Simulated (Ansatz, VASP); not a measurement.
# One calculation of GeBr, two programs

Contents of INCAR:

```
ALGO     = Normal         # electronic algorithm
EDIFF    = 1E-6           # SCF threshold, eV
ENCUT    = 520            # plane-wave cutoff, eV
GGA      = PE             # functional
ISIF     = 2              # what is computed and relaxed
ISMEAR   = 0              # smearing method
LASPH    = True           # aspherical terms in the spheres
LCHARG   = False          # write CHGCAR
LREAL    = False          # projectors in reciprocal space
LWAVE    = False          # write WAVECAR
NBANDS   = 18             # bands
NELM     = 60             # most SCF steps
PREC     = Accurate       # precision mode
SIGMA    = 0.1            # smearing width, eV
```

The input KPOINTS:

```
k-points
0
Gamma
  6 6 6
```

POSCAR

```
GeBr
1.0
    3.6910151600      0.0000000000      0.0000000000
    0.0000000000      3.6910151600      0.0000000000
    0.0000000000      0.0000000000      3.6910151600
Ge Br
1 1
Direct
    0.5000000000      0.5000000000      0.5000000000
    0.0000000000      0.0000000000      0.0000000000
```

Input for Ansatz:

```yaml
crystal:
  lattice:
    - [3.69101516, 0.0, 0.0]
    - [0.0, 3.69101516, 0.0]
    - [0.0, 0.0, 3.69101516]
  atoms:
    - { symbol: Ge, position: [0.5, 0.5, 0.5] }
    - { symbol: Br, position: [0.0, 0.0, 0.0] }
basis:
  ecutwfc: 420
kpoints:
  mp_grid: { grid: [6, 6, 6] }
hamiltonian:
  xc: pbe
scf:
  occupations: { method: gaussian, width: 0.1 }
  lower_state_search: "off"
output:
  forces: true
  stress: true
  eigenvalues: true
```

Change from the starting cell: species swapped into the SmTl type (Pm-3m, No. 221).

Alike in both runs: task single point; functional PBE; k mesh 6 × 6 × 6; occupations gaussian, width 0.1 eV; no spin polarisation.

|  | VASP | Ansatz |
| --- | --- | --- |
| version | VASP 6.6.1 | Ansatz 0.2.0 |
| potentials or method | VASP PAW PBE potentials, release 64 (Ge_d, Br), cutoff 520 eV | scalar-relativistic, plane waves, PAW |
| valence electrons in the cell | 21 | 21 |

Ansatz gave:

```
gap on the k mesh at the Fermi level (eV) : none
pressure (GPa)                            : -1.8
```

Estimate VASP's values.

gap on the k mesh at the Fermi level (eV): none; pressure (GPa): -1.9.

A gap of «none» marks a metal or a gap that the smearing closes.
